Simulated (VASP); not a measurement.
# NaTiO2 (R-3m) in VASP: further runs

Runs on NaTiO2. Level: LDA. Tasks: single point.

Program: VASP 6.6.1. These are calculated values, not measurements. Logs are shortened: lines on timing, memory, paths and dates and some standing lists are left out, and cuts for length are marked.

## Step 1: The cell of the first run

The structure is trigonal, space group R-3m (No. 166). The conventional cell has a = 3.013 Å, b = 3.013 Å, c = 16.197 Å, α = 90.00°, β = 90.00°, γ = 120.00°. Na (site symmetry -3m) has 6 O at 2.35 Å and 6 Na at 3.01 Å and 6 Ti at 3.21 Å within 3.3 Å. Ti (site symmetry -3m) has 6 O at 2.07 Å within 2.7 Å. O (site symmetry 3m) has 3 Ti at 2.07 Å and 3 Na at 2.35 Å within 2.7 Å.

## Step 2: Single point, LDA, collinear spin

File INCAR:

```
SYSTEM = NaTiO2
  PREC = Accurate
  ENCUT = 520
  EDIFF = 1E-7
  ISMEAR = -1
  SIGMA = 0.03
  LREAL = .FALSE.
  LASPH = .TRUE.
  NELM = 150
  ALGO = Normal
  ISIF = 2
  LWAVE = .FALSE.
  LCHARG = .FALSE.
  ISPIN = 2
  MAGMOM = 0 0.1 0 0
  LORBIT = 11
  NUPDOWN = 0.1
  LMAXMIX = 4
  GGA = CA
  NBANDS = 28
```

File KPOINTS:

```
regular mesh
0
G
  10 10 10
  0 0 0
```

File POSCAR:

```
NaTiO2
1.0
    1.5065914500      0.8698309792      5.3990454898
   -1.5065914500      0.8698309792      5.3990454898
    0.0000000000     -1.7396619584      5.3990454898
Na Ti O
1 1 2
Direct
    0.0000000000      0.0000000000      0.0000000000
    0.5000000000      0.5000000000      0.5000000000
    0.7638036100      0.7638036100      0.7638036100
    0.2361963900      0.2361963900      0.2361963900
```

Potentials or basis: VASP PAW LDA potentials, release 64 (Na_pv, Ti_sv, O).

Run with:

```console
$ cat potpaw_LDA.64/Na_pv/POTCAR potpaw_LDA.64/Ti_sv/POTCAR potpaw_LDA.64/O/POTCAR > POTCAR
$ mpirun -np 1 vasp_std > vasp.out
```

OUTCAR:

```text
SYSTEM = NaTiO2
   PREC = Accurate
   ENCUT = 520
   EDIFF = 1E-7
   ISMEAR = -1
   LREAL = .FALSE.
   LASPH = .TRUE.
   NELM = 150
   ISIF = 2
   ISPIN = 2
   LORBIT = 11
   NUPDOWN = 0.1
   GGA = CA

 ion  position               nearest neighbor table
   1  0.000  0.000  0.000-   3 2.35   4 2.35   3 2.35   3 2.35   4 2.35   4 2.35
   2  0.500  0.500  0.500-   4 2.07   3 2.07   4 2.07   4 2.07   3 2.07   3 2.07
   3  0.764  0.764  0.764-   2 2.07   2 2.07   2 2.07   1 2.35   1 2.35   1 2.35
   4  0.236  0.236  0.236-   2 2.07   2 2.07   2 2.07   1 2.35   1 2.35   1 2.35

  LATTYP: Found a trigonal (rhomboedric) cell.
 ALAT       =     5.6723994862
 COS(alpha) =     0.8589128780

  Lattice vectors:

 A1 = (   1.5065914500,   0.8698309792,   5.3990454898)
 A2 = (  -1.5065914500,   0.8698309792,   5.3990454898)
 A3 = (   0.0000000000,  -1.7396619584,   5.3990454898)

Analysis of symmetry for initial positions (statically):
=====================================================================
 Subroutine PRICEL returns:
 Original cell was already a primitive cell.

 Routine SETGRP: Setting up the symmetry group for a
 trigonal (rhombohedral) supercell.

 Subroutine GETGRP returns: Found 12 space group operations
 (whereof 12 operations were pure point group operations)
 out of a pool of 12 trial point group operations.

The static configuration has the point symmetry D_3d.

Analysis of symmetry for dynamics (positions and initial velocities):
=====================================================================
 Subroutine PRICEL returns:
 Original cell was already a primitive cell.

 Routine SETGRP: Setting up the symmetry group for a
 trigonal (rhombohedral) supercell.

 Subroutine GETGRP returns: Found 12 space group operations
 (whereof 12 operations were pure point group operations)
 out of a pool of 12 trial point group operations.

The dynamic configuration has the point symmetry D_3d.

Analysis of structural, dynamic, and magnetic symmetry:
=====================================================================
 Subroutine PRICEL returns:
 Original cell was already a primitive cell.

 Routine SETGRP: Setting up the symmetry group for a
 trigonal (rhombohedral) supercell.

 Subroutine GETGRP returns: Found 12 space group operations
 (whereof 12 operations were pure point group operations)
 out of a pool of 12 trial point group operations.

The overall configuration has the point symmetry D_3d.

 Subroutine INISYM returns: Found 12 space group operations
 (whereof 12 operations are pure point group operations),
 and found     1 'primitive' translations

[... 126 lines left out ...]
   IVDW    =     0    specifies the selected vdW correction
   LEPSILON=     F    determine dielectric tensor
   LRPA    =     F    only Hartree local field effects (RPA)
 spin polarized calculation
  energy-cutoff  :      520.00
  volume of cell :       42.45
 maximum number of plane-waves:      1179
   NGX = 21   NGY = 21   NGZ = 21

 number of electron      31.0000001 magnetization       0.1000000

 Free energy of the ion-electron system (eV)
  ---------------------------------------------------
  ext. energy  EPLUGINS =         0.00000000
  ---------------------------------------------------
  free energy    TOTEN  =       -31.79442435 eV

  energy without entropy =      -31.78719799  energy(sigma->0) =      -31.79081117

 E-fermi :   7.0434     XC(G=0): -11.7485

 val. band max:        7.0632673909   @ k =   0.4000   0.3000   0.1000
 cond. band min:       7.0495823097   @ k =   0.3000   0.1000   0.1000
 fundamental gap:     -0.0136850812
 Fermi energy:         7.0633685286

 spin component 1

 k-point     1 :       0.0000    0.0000    0.0000
  band No.  band energies     occupation
      1     -50.6376      1.00000
      2     -27.2801      1.00000
      3     -27.1120      1.00000
      4     -27.1120      1.00000
      5     -17.3176      1.00000
      6     -17.1581      1.00000
[... 709 lines left out ...]
     26      21.4122      0.00000
     27      21.9699      0.00000

 [... further k-points ...]

 spin component 2

 k-point     1 :       0.0000    0.0000    0.0000
  band No.  band energies     occupation
      1     -50.5637      1.00000
      2     -27.2069      1.00000
      3     -27.0403      1.00000
      4     -27.0403      1.00000
      5     -17.3172      1.00000
      6     -17.1578      1.00000
[... 709 lines left out ...]
     26      21.4260      0.00000
     27      21.9944      0.00000

 [... further k-points ...]

 [bands above 27 left out]

------------------------ aborting loop because EDIFF is reached ----------------------------------------

  FORCE on cell =-STRESS in cart. coord.  units (eV):
  Direction    XX          YY          ZZ          XY          YZ          ZX
  --------------------------------------------------------------------------------------
  -------------------------------------------------------------------------------------
  Total       -2.9816278     -2.9816278     -1.2110584      0.0000000     -0.0000000      0.0000000
  in kB     -112.5292457   -112.5292457    -45.7064042      0.0000000     -0.0000000      0.0000000
  external PRESSURE =     -90.2549652 kB  Pullay stress =       0.0000000 kB

 VOLUME and BASIS-vectors are now :
 -----------------------------------------------------------------------------
  energy-cutoff  :      520.00
  volume of cell :       42.45
      direct lattice vectors                 reciprocal lattice vectors
     1.506591450  0.869830979  5.399045490     0.331874975  0.191608106  0.061739308
    -1.506591450  0.869830979  5.399045490    -0.331874975  0.191608106  0.061739308
     0.000000000 -1.739661958  5.399045490     0.000000000 -0.383216212  0.061739308

 POSITION                                       TOTAL-FORCE (eV/Angst)
 -----------------------------------------------------------------------------------
      0.00000      0.00000      0.00000         0.000000      0.000000     -0.000000
      0.00000      0.00000      8.09857        -0.000000      0.000000     -0.000000
      0.00000      0.00000     12.37143         0.000000      0.000000      0.146132
      0.00000      0.00000      3.82571         0.000000     -0.000000     -0.146132
 -----------------------------------------------------------------------------------
    total drift:                                0.000000      0.000000     -0.000000

  FREE ENERGIE OF THE ION-ELECTRON SYSTEM (eV)
  ---------------------------------------------------
  free  energy   TOTEN  =       -31.7944243546 eV

  energy  without entropy=      -31.7871979876  energy(sigma->0) =      -31.79081117

 total charge

# of ion       s       p       d       tot
------------------------------------------
    1        0.068   6.009   0.000   6.078
    2        2.183   6.209   1.887  10.279
    3        1.544   3.463   0.000   5.007
    4        1.544   3.463   0.000   5.007
--------------------------------------------------
tot          5.340  19.144   1.887  26.370

 magnetization (x)

# of ion       s       p       d       tot
------------------------------------------
    1        0.000  -0.000   0.000   0.000
    2        0.001   0.001   0.079   0.080
    3       -0.000   0.002   0.000   0.002
    4       -0.000   0.002   0.000   0.002
--------------------------------------------------
tot          0.001   0.004   0.079   0.084
```

OSZICAR:

```text
N       E                     dE             d eps       ncg     rms          rms(c)
DAV:   1     0.357109586391E+03    0.35711E+03   -0.14900E+04 13352   0.136E+03
DAV:   2     0.196150866134E+00   -0.35691E+03   -0.32743E+03 13324   0.411E+02
DAV:   3    -0.367269977140E+02   -0.36923E+02   -0.36204E+02 18448   0.127E+02
DAV:   4    -0.383684911092E+02   -0.16415E+01   -0.16245E+01 18276   0.223E+01
DAV:   5    -0.384078596017E+02   -0.39368E-01   -0.39355E-01 15144   0.295E+00    0.183E+01
DAV:   6    -0.323449502943E+02    0.60629E+01   -0.16641E+01 16704   0.490E+01    0.772E+00
DAV:   7    -0.319093615468E+02    0.43559E+00   -0.27776E+00 14420   0.166E+01    0.521E+00
DAV:   8    -0.318212300413E+02    0.88132E-01   -0.42423E-01 14604   0.738E+00    0.139E+00
DAV:   9    -0.318120398747E+02    0.91902E-02   -0.82392E-02 15420   0.241E+00    0.121E+00
DAV:  10    -0.317943144056E+02    0.17725E-01   -0.25866E-02 15052   0.214E+00    0.171E-01
DAV:  11    -0.317945681829E+02   -0.25378E-03   -0.34139E-03 14432   0.381E-01    0.911E-02
DAV:  12    -0.317944178486E+02    0.15033E-03   -0.22985E-04 14516   0.181E-01    0.305E-02
DAV:  13    -0.317944248295E+02   -0.69809E-05   -0.10017E-04 16828   0.702E-02    0.207E-02
DAV:  14    -0.317944255501E+02   -0.72063E-06   -0.13458E-05 14788   0.387E-02    0.105E-02
DAV:  15    -0.317944251270E+02    0.42309E-06   -0.65966E-07 14932   0.584E-03    0.675E-03
DAV:  16    -0.317944243724E+02    0.75462E-06   -0.10187E-06 14444   0.112E-02    0.217E-03
DAV:  17    -0.317944243546E+02    0.17745E-07   -0.57657E-08  7984   0.215E-03
   1 F= -.31794424E+02 E0= -.31790811E+02  d E =-.722637E-02  mag=     0.1000
```

stdout:

```text
POSCAR found type information on POSCAR NaTiO
 POSCAR found :  3 types and       4 ions
 scaLAPACK will be used
 LDA part: xc-table for (Slater(with rela. corr.)+CA(PZ))
 , standard interpolation
 POSCAR, INCAR and KPOINTS ok, starting setup
 FFT: planning ... GRIDC
 FFT: planning ... GRID_SOFT
 FFT: planning ... GRID
 WAVECAR not read
 entering main loop
```

It took 20 min on 1 thread of Intel Xeon Platinum 8259CL at 2.50GHz (Skylake/Cascade Lake), shared host; peak memory 0.37 GiB.

Results:

```
Free energy                                           : -31.7944 eV
Pressure                                              : -9.0 GPa
Largest force                                         : 0.146 eV/Å
Net moment                                            : 0.10 μB per cell
Site moments                                          : Na +0.00; Ti +0.08; O +0.00 μB
Valence electrons inside the program's atomic spheres : Na 6.08; Ti 10.28; O 5.01
```

Forces on the atoms (eV/Å):
```
Na   0.000  0.000  0.000
Ti   0.000  0.000  0.000
O    0.000  0.000  0.146
O    0.000  0.000 -0.146
```

Caveat: the cell stands under tension; the total moment is fixed, so each spin has its own Fermi level.

## Step 3: Single point, LDA, collinear spin

File INCAR:

```
PREC     = Accurate       # precision mode
ENCUT    = 520            # plane-wave cutoff, eV
EDIFF    = 1E-6           # SCF threshold, eV
ISMEAR   = -1             # smearing method
SIGMA    = 0.03           # smearing width, eV
LREAL    = F              # projectors in reciprocal space
LASPH    = T              # aspherical terms in the spheres
NELM     = 150            # most SCF steps
ALGO     = Normal         # electronic algorithm
ISIF     = 2              # what is computed and relaxed
LWAVE    = F              # write WAVECAR
LCHARG   = F              # write CHGCAR
ISPIN    = 2              # spin polarisation
MAGMOM   = 0 0.1 0 0      # initial moments
LORBIT   = 11             # projections on sites
NUPDOWN  = 0.1            # fixed moment
LMAXMIX  = 4              # l up to which the mixer works
GGA      = CA             # functional
NBANDS   = 28             # bands
```

File KPOINTS:

```
Automatic mesh
0
Gamma
  10 10 10
```

POSCAR is that of step 2.

Potentials or basis: VASP PAW LDA potentials, release 64 (Na_pv, Ti_sv, O).

Run with:

```console
$ cat potpaw_LDA.64/Na_pv/POTCAR potpaw_LDA.64/Ti_sv/POTCAR potpaw_LDA.64/O/POTCAR > POTCAR
$ mpirun -np 1 vasp_std > vasp.out
```

Wall time 15 min (1 thread of Intel Xeon Platinum 8259CL at 2.50GHz (Skylake/Cascade Lake), shared host); peak memory 0.37 GiB.

Results (log left out):

* Free energy: -31.7944 eV
* Pressure: -9.1 GPa
* Largest force: 0.145 eV/Å
* Net moment: 0.10 μB per cell
* Site moments: Na +0.00; Ti +0.08; O +0.00 μB
* Valence electrons inside the program's atomic spheres: Na 6.08; Ti 10.28; O 5.01

Forces on the atoms (eV/Å):
```
Na   0.000  0.000  0.000
Ti   0.000  0.000  0.000
O    0.000  0.000  0.145
O    0.000  0.000 -0.145
```

Stress tensor (GPa, compression positive):
```
-11.34   0.00   0.00
  0.00 -11.34   0.00
  0.00   0.00  -4.68
```

Caveat: the cell stands under tension; the total moment is fixed, so each spin has its own Fermi level.
